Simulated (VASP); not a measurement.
Input of a VASP 6.6.1 run:

The input INCAR:

```
SYSTEM = FeO
  PREC = Accurate
  ENCUT = 520
  EDIFF = 1E-6
  ISMEAR = -1
  SIGMA = 0.05
  LREAL = .FALSE.
  LASPH = .TRUE.
  NELM = 150
  ALGO = Normal
  ISIF = 2
  LWAVE = .FALSE.
  LCHARG = .FALSE.
  ISPIN = 2
  MAGMOM = 3 0
  LORBIT = 11
  LMAXMIX = 4
  GGA = PE
  NBANDS = 18
```

File KPOINTS:

```
regular mesh
0
G
  10 10 10
  0 0 0
```

POSCAR

```
FeO
1.0
    2.5949357485      0.0000000000      0.0000000000
    0.0000000000      2.5949357485      0.0000000000
    0.0000000000      0.0000000000      2.5949357485
Fe O
1 1
Direct
    0.0000000000      0.0000000000      0.0000000000
    0.5000000000      0.5000000000      0.5000000000
```

Potentials or basis: VASP PAW PBE potentials, release 64 (Fe, O).

Launch:

```bash
$ cat potpaw_PBE.64/Fe/POTCAR potpaw_PBE.64/O/POTCAR > POTCAR
$ mpirun -np 1 vasp_std > vasp.out
```

Q: What does it give for the pressure?

A: 14.3 GPa.

Q: Estimate the band gap on the k mesh.

A: Zero (filled and empty bands overlap).

Caveat: a cell with one magnetic atom can't hold antiferromagnetic order, which such compounds often take; semilocal functionals often make such compounds metallic where correlation or magnetic order opens a gap, which also shifts bond lengths. With open d or f shells a metallic result of PBE can be an artefact of self-interaction; +U or a hybrid may open a gap.
